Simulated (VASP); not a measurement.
Here is a VASP 6.6.1 calculation.

POSCAR

```
NaH
1.0
    0.0000000000      2.3649715900      2.3649715900
    2.3649715900      0.0000000000      2.3649715900
    2.3649715900      2.3649715900      0.0000000000
Na H
1 1
Direct
    0.0000000000      0.0000000000      0.0000000000
    0.5000000000      0.5000000000      0.5000000000
```

File INCAR.step1:

```
SYSTEM = NaH
ALGO = Normal
EDIFF = 1E-4
ENCUT = 520
GGA = PE
ISMEAR = -1
LASPH = .True.
LCHARG = .False.
LREAL = .False.
LWAVE = .True.
NBANDS = 11
NELM = 60
PREC = Accurate
SIGMA = 0.02
```

File INCAR.step2:

```
SYSTEM = NaH
ALGO = Normal
EDIFF = 1E-6
ENCUT = 520
ISIF = 2
ISMEAR = -1
ISTART = 1
LASPH = .True.
LCHARG = .False.
LMIXTAU = .True.
LREAL = .False.
LWAVE = .False.
METAGGA = R2SCAN
NBANDS = 11
NELM = 60
PREC = Accurate
SIGMA = 0.02
```

File KPOINTS:

```
k-points
0
Gamma
  10 10 10
  0 0 0
```

Potentials or basis: VASP PAW PBE potentials, release 64 (Na_pv, H).

Launch:

```console
$ cat potpaw_PBE.64/Na_pv/POTCAR potpaw_PBE.64/H/POTCAR > POTCAR
$ cp INCAR.step1 INCAR
$ mpirun -np 1 vasp_std > vasp.out
$ cp INCAR.step2 INCAR
$ mpirun -np 1 vasp_std > vasp.out
```

Estimate the pressure.

0.9 GPa.

What does it give for the band gap on the k mesh?

4.50 eV, indirect (least direct gap 5.35 eV).

Caveat: the PAW data sets were made with another functional, which shifts forces and pressure a little. A k mesh can miss the band edges.
